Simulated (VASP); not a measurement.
BaLi2S2, 5 atoms in the cell. It takes space group P-3m1 (No. 164, trigonal). The conventional cell has a = 4.301 Å, b = 4.301 Å, c = 7.141 Å, α = 90.00°, β = 90.00°, γ = 120.00°. Ba (site symmetry -3m) has 6 S at 3.15 Å and 6 Li at 3.72 Å within 4.1 Å. Li (site symmetry 3m) has 4 S at 2.44 to 2.62 Å and 3 Li at 2.96 Å within 3.2 Å. Within 3.2 Å of S (site symmetry 3m) lie 4 Li at 2.44 to 2.62 Å and 3 Ba at 3.15 Å. The cell was generated, and may not be a known phase.

| Property | Result |
| --- | --- |
| Program | VASP 6.6.1 |
| Task | relaxation of cell and atoms |
| Functional | PBE |
| Potentials or basis | VASP PAW PBE potentials, release 64 (Ba_sv, Li_sv, S) |
| Cutoff | 600 eV |
| k mesh | 6 × 6 × 4 |
| Occupations | gaussian, width 0.02 eV |
| Spin | no spin polarisation |
| Dipole correction | no |
| Further INCAR settings | ALGO = Normal; EDIFF = 1e-07; IBRION = 2; EDIFFG = -0.01; NSW = 100; ISIF = 3 |

Potentials or basis: VASP PAW PBE potentials, release 64 (Ba_sv, Li_sv, S).

The run is started by

```console
$ cat potpaw_PBE.64/Ba_sv/POTCAR potpaw_PBE.64/Li_sv/POTCAR potpaw_PBE.64/S/POTCAR > POTCAR
$ mpirun -np 1 vasp_std > vasp.out
```

Hardware: 1 thread of Intel(R) Xeon(R) Platinum 8375C CPU @ 2.90GHz (Ice Lake) (shared host).

Task: How long does it take, and how much memory?

Result: Wall time 3.6 min on 1 thread of Intel(R) Xeon(R) Platinum 8375C CPU @ 2.90GHz (Ice Lake), with other jobs on the host, peak memory 0.3 GiB. Counts: scf iterations 49, k points 24, ion steps 5.
